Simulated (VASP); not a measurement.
# Cd2Cu (I4/mmm) in VASP: further runs, part 2 of 2

VASP 6.6.1.

## Step 3: Single point, PBE

The input, INCAR:

```
SYSTEM = Cd2Cu
PREC = Accurate
ENCUT = 520
EDIFF = 1E-7
ISMEAR = -1
SIGMA = 0.0369
LREAL = .FALSE.
LASPH = .TRUE.
NELM = 80
ALGO = Normal
ISIF = 2
LWAVE = .FALSE.
LCHARG = .FALSE.
GGA = PE
NBANDS = 24
```

The input, KPOINTS:

```
Automatic mesh
0
G
  5 5 5
  0 0 0
```

The input, POSCAR:

```
Cd2Cu
1.0
    0.0000000000      3.4641770000      0.0000000000
    3.4641770000      0.0000000000      0.0000000000
    1.7320890000      1.7320890000     -6.0148720000
Cu Cd
1 2
Direct
    0.0000000000      0.0000000000      0.0000000000
    0.3400000000      0.3400000000      0.3200000000
    0.6600000000      0.6600000000      0.6800000000
```

Potentials or basis: VASP PAW PBE potentials, release 64 (Cu, Cd).

Command:

```sh
$ cat potpaw_PBE.64/Cu/POTCAR potpaw_PBE.64/Cd/POTCAR > POTCAR
$ mpirun -np 1 vasp_std > vasp.out
```

OUTCAR:

```text
SYSTEM = Cd2Cu
   PREC = Accurate
   ENCUT = 520
   EDIFF = 1E-7
   ISMEAR = -1
   LREAL = .FALSE.
   LASPH = .TRUE.
   NELM = 80
   ISIF = 2
   GGA = PE

 ion  position               nearest neighbor table
   1  0.000  0.000  0.000-   3 3.12   2 3.12   3 3.12   2 3.12   2 3.12   3 3.12   3 3.12   2 3.12

   2  0.340  0.340  0.320-   1 3.12   1 3.12   1 3.12   1 3.12   3 3.27   3 3.27   3 3.27   3 3.27

   3  0.660  0.660  0.680-   1 3.12   1 3.12   1 3.12   1 3.12   2 3.27   2 3.27   2 3.27   2 3.27

  LATTYP: Found a body centered tetragonal cell.
 ALAT       =     3.4641770000
 C/A-ratio  =     3.4726123983

  Lattice vectors:

 A1 = (  -1.7320890000,   1.7320880000,   6.0148720000)
 A2 = (   1.7320880000,  -1.7320890000,   6.0148720000)
 A3 = (   1.7320890000,   1.7320890000,  -6.0148720000)

Analysis of symmetry for initial positions (statically):
=====================================================================
 Subroutine PRICEL returns:
 Original cell was already a primitive cell.

 Routine SETGRP: Setting up the symmetry group for a
 body centered tetragonal supercell.

 Subroutine GETGRP returns: Found 16 space group operations
 (whereof 16 operations were pure point group operations)
 out of a pool of 16 trial point group operations.

The static configuration has the point symmetry D_4h.

Analysis of symmetry for dynamics (positions and initial velocities):
=====================================================================
 Subroutine PRICEL returns:
 Original cell was already a primitive cell.

 Routine SETGRP: Setting up the symmetry group for a
 body centered tetragonal supercell.

 Subroutine GETGRP returns: Found 16 space group operations
 (whereof 16 operations were pure point group operations)
 out of a pool of 16 trial point group operations.

The dynamic configuration has the point symmetry D_4h.

 Subroutine INISYM returns: Found 16 space group operations
 (whereof 16 operations are pure point group operations),
 and found     1 'primitive' translations

----------------------------------------------------------------------------------------

                                     Primitive cell

  volume of cell :      72.1816

  direct lattice vectors                    reciprocal lattice vectors
     0.000000000  3.464177000  0.000000000     0.000000000  0.288668853  0.083127312
     3.464177000  0.000000000  0.000000000     0.288668853  0.000000000  0.083127312
     1.732089000  1.732089000 -6.014872000     0.000000000  0.000000000 -0.166254577

  length of vectors
     3.464177000  3.464177000  6.494532299     0.300399495  0.300399495  0.166254577

  position of ions in fractional coordinates (direct lattice)
     0.000000000  0.000000000  0.000000000
     0.340000000  0.340000000  0.320000000
     0.660000000  0.660000000  0.680000000

  ion indices of the primitive-cell ions
   primitive index   ion index
                 1           1
                 2           2
                 3           3

----------------------------------------------------------------------------------------

 KPOINTS: Automatic mesh

Automatic generation of k-mesh.
 Grid dimensions read from file:
 generate k-points for:    5    5    5

 Generating k-lattice:

  Cartesian coordinates                     Fractional coordinates (reciprocal lattice)
     0.000000000  0.057733771  0.016625462     0.200000000  0.000000000  0.000000000
     0.057733771  0.000000000  0.016625462     0.000000000  0.200000000  0.000000000
     0.000000000  0.000000000 -0.033250915     0.000000000  0.000000000  0.200000000

  Length of vectors
     0.060079899  0.060079899  0.033250915

  Shift w.r.t. Gamma in fractional coordinates (k-lattice)
     0.000000000  0.000000000  0.000000000

 Subroutine IBZKPT returns following result:
 ===========================================

 Found     18 irreducible k-points:

 Following reciprocal coordinates:
            Coordinates               Weight
  0.000000  0.000000  0.000000      1.000000
  0.200000  0.000000 -0.000000      8.000000
  0.400000  0.000000  0.000000      8.000000
  0.200000  0.200000 -0.000000      8.000000
  0.400000  0.200000 -0.000000     16.000000
 -0.400000  0.200000 -0.000000     16.000000
[... 10 lines left out ...]
  0.000000  0.000000  0.400000      2.000000
 -0.200000  0.000000  0.400000      4.000000
   k-points           NKPTS =     18   k-points in BZ     NKDIM =     18   number of bands    NBANDS=     24
   number of dos      NEDOS =    301   number of ions     NIONS =      3
   total plane-waves  NPLWV =  37632
   dimension x,y,z NGX =    28 NGY =   28 NGZ =   48
   dimension x,y,z NGXF=    56 NGYF=   56 NGZF=   96
   ions per type =               1   2
   NGX,Y,Z   is equivalent  to a cutoff of  13.44, 13.44, 12.29 a.u.
   NGXF,Y,Z  is equivalent  to a cutoff of  26.87, 26.87, 24.57 a.u.
 SYSTEM =  Cd2Cu
   PREC   = accura    normal or accurate (medium, high low for compatibility)
   ISTART =      0    job   : 0-new  1-cont  2-samecut
   ICHARG =      2    charge: 1-file 2-atom 10-const
   ISPIN  =      1    spin polarized calculation?
   LNONCOLLINEAR =      F non collinear calculations
   LSORBIT =      F    spin-orbit coupling
   LASPH  =      T    aspherical Exc in radial PAW
   ENCUT  =  520.0 eV  38.22 Ry    6.18 a.u.   6.44  6.44 12.08*2*pi/ulx,y,z
   NELM   =     80;   NELMIN=  2; NELMDL= -5     # of ELM steps
   EDIFF  = 0.1E-06   stopping-criterion for ELM
   LREAL  =      F    real-space projection
   EDIFFG = 0.1E-05   stopping-criterion for IOM
   NSW    =      0    number of steps for IOM
   IBRION =     -1    ionic relax: 0-MD 1-quasi-New 2-CG
   NFREE  =      0    steps in history (QN), initial steepest desc. (CG)
   ISIF   =      2    stress and relaxation
   ISYM   =      2    0-nonsym 1-usesym 2-fastsym
   POTIM  = 0.5000    time-step for ionic-motion
   TEBEG  =    0.0;   TEEND  =   0.0 temperature during run
   PSTRESS=    0.0 pullay stress
   NELECT =      35.0000    total number of electrons
   NUPDOWN=      -1.0000    fix difference up-down
   EMIN   =  10.00;   EMAX   =-10.00  energy-range for DOS
   EFERMI =   0.00;   METHOD = LEGACY
   ISMEAR =    -1;   SIGMA  =   0.04  broadening in eV -4-tet -1-fermi 0-gaus
   EFERMI_NEDOS =   21; number of points for ismear=-14 and -15
   IALGO  =     38    algorithm
   IMIX   =      4    mixing-type and parameters
     AMIX     =   0.40;   BMIX     =  1.00
     AMIX_MAG =   1.60;   BMIX_MAG =  1.00
  volume/ion in A,a.u.               =      24.06       162.37
  Fermi-wavevector in a.u.,A,eV,Ry     =   1.286141  2.430455 22.506204  1.654159
  Thomas-Fermi vector in A             =   2.418233
   LORBIT       =      0    0 simple, 1 ext, 2 COOP (PROOUT), +10 PAW based schemes
   GGA     = PE    functional components
   LHFCALC =     F    Hartree Fock is set to
   AEXX    =    0.0000 exact exchange contribution
   IVDW    =     0    specifies the selected vdW correction
   LEPSILON=     F    determine dielectric tensor
   LRPA    =     F    only Hartree local field effects (RPA)
 non-spin polarized calculation
  energy-cutoff  :      520.00
  volume of cell :       72.18
 maximum number of plane-waves:      1974
 NGX is ok and might be reduce to    28
   NGX = 13   NGY = 13   NGZ = 25

 number of electron      34.9999992 magnetization

 Free energy of the ion-electron system (eV)
  ---------------------------------------------------
  ext. energy  EPLUGINS =         0.00000000
  ---------------------------------------------------
  free energy    TOTEN  =        -4.34884832 eV

  energy without entropy =       -4.34514581  energy(sigma->0) =       -4.34699707

 E-fermi :   1.8397     XC(G=0): -10.0468

 val. band max:        1.7430667360   @ k =  -0.4000   0.2000  -0.0000
 cond. band min:       1.9377173810   @ k =   0.4000   0.4000   0.0000
 fundamental gap:      0.1946506451
 Fermi energy:         1.8397457924

 k-point     1 :       0.0000    0.0000    0.0000
  band No.  band energies     occupation
      1      -6.9298      2.00000
      2      -6.7995      2.00000
      3      -6.6628      2.00000
      4      -6.5795      2.00000
      5      -6.5795      2.00000
      6      -6.4808      2.00000
[... 16 lines left out ...]
     23      10.4179      0.00000
     24      10.6059      0.00000
[... 436 lines left out ...]
      2      -6.7621      2.00000
      3      -6.6494      2.00000
      4      -6.6218      2.00000
      5      -6.6071      2.00000
      6      -6.4989      2.00000
[... 16 lines left out ...]
     23       8.5299      0.00000
     24      11.1873      0.00000

------------------------ aborting loop because EDIFF is reached ----------------------------------------

  FORCE on cell =-STRESS in cart. coord.  units (eV):
  Direction    XX          YY          ZZ          XY          YZ          ZX
  --------------------------------------------------------------------------------------
  -------------------------------------------------------------------------------------
  Total       -4.0984191     -4.0984191     -3.5912274     -0.0000000      0.0000003      0.0000003
  in kB      -90.9704639    -90.9704639    -79.7125957     -0.0000000      0.0000066      0.0000066
  external PRESSURE =     -87.2178412 kB  Pullay stress =       0.0000000 kB

 VOLUME and BASIS-vectors are now :
 -----------------------------------------------------------------------------
  energy-cutoff  :      520.00
  volume of cell :       72.18
      direct lattice vectors                 reciprocal lattice vectors
     0.000000000  3.464177000  0.000000000     0.000000000  0.288668853  0.083127312
     3.464177000  0.000000000  0.000000000     0.288668853  0.000000000  0.083127312
     1.732089000  1.732089000 -6.014872000     0.000000000  0.000000000 -0.166254577

 POSITION                                       TOTAL-FORCE (eV/Angst)
 -----------------------------------------------------------------------------------
      0.00000      0.00000      0.00000         0.000000      0.000000      0.000000
      1.73209      1.73209     -1.92476        -0.000000     -0.000000      0.443099
      3.46418      3.46418     -4.09011         0.000000      0.000000     -0.443099
 -----------------------------------------------------------------------------------
    total drift:                                0.000000      0.000000     -0.000000

  FREE ENERGIE OF THE ION-ELECTRON SYSTEM (eV)
  ---------------------------------------------------
  free  energy   TOTEN  =        -4.3488483189 eV

  energy  without entropy=       -4.3451458133  energy(sigma->0) =       -4.34699707
```

Run time: 21 s. Hardware: 1 thread of AMD EPYC 9R14 (Zen 4), shared host; peak memory 0.16 GiB.

Results:

```
Free energy   : -4.3488 eV
Pressure      : -8.7 GPa
Largest force : 0.443 eV/Å
```

Forces on the atoms (eV/Å):
```
Cu   0.000  0.000  0.000
Cd   0.000  0.000  0.443
Cd   0.000  0.000 -0.443
```

Caveat: the k points lie up to 0.38 Å⁻¹ apart.

## Step 4: Single point, PBE

The input, INCAR:

```
  PREC = Accurate
  ENCUT = 520
  EDIFF = 1E-6
  ISMEAR = -1
  SIGMA = 0.0369
  LREAL = False
  LASPH = True
  NELM = 100
  ALGO = Normal
  ISIF = 2
  LWAVE = False
  LCHARG = False
  GGA = PE
  NBANDS = 24
  ISYM = 0
```

The input, KPOINTS:

```
Automatic mesh
0
Gamma
  5 5 5
  0.5 0.5 0.5
```

POSCAR is that of step 3.

Command:

```sh
$ cat potpaw_PBE.64/Cu/POTCAR potpaw_PBE.64/Cd/POTCAR > POTCAR
$ mpirun -np 1 vasp_std > vasp.out
```

It took 1.9 min on 1 thread of AMD EPYC 9R14 (Zen 4), shared host; peak memory 0.3 GiB.

Results (log left out):

| Property | Result |
| --- | --- |
| Free energy | -4.2696 eV |
| Pressure | -8.6 GPa |
| Largest force | 0.594 eV/Å |

Forces in eV/Å, atoms in the order of the input:
```
Cu   0.000  0.000  0.000
Cd   0.000  0.000  0.594
Cd   0.000  0.000 -0.594
```

Stress tensor (GPa, compression positive):
```
-9.41  0.00  0.00
 0.00 -9.41  0.00
 0.00  0.00 -7.02
```

Levels at points of the mesh, in eV from the Fermi level:
```csv
k point,band 14,band 15,band 16,band 17,band 18,band 19,band 20,band 21
"(0.50, 0.50, 0.50)",-2.14,-1.90,-0.64,0.44,0.75,0.90,1.10,1.52
"(0.50, 0.50, 0.00)",-2.14,-1.90,-0.64,0.44,0.75,0.90,1.10,1.52
```

Caveat: the k points lie up to 0.38 Å⁻¹ apart.
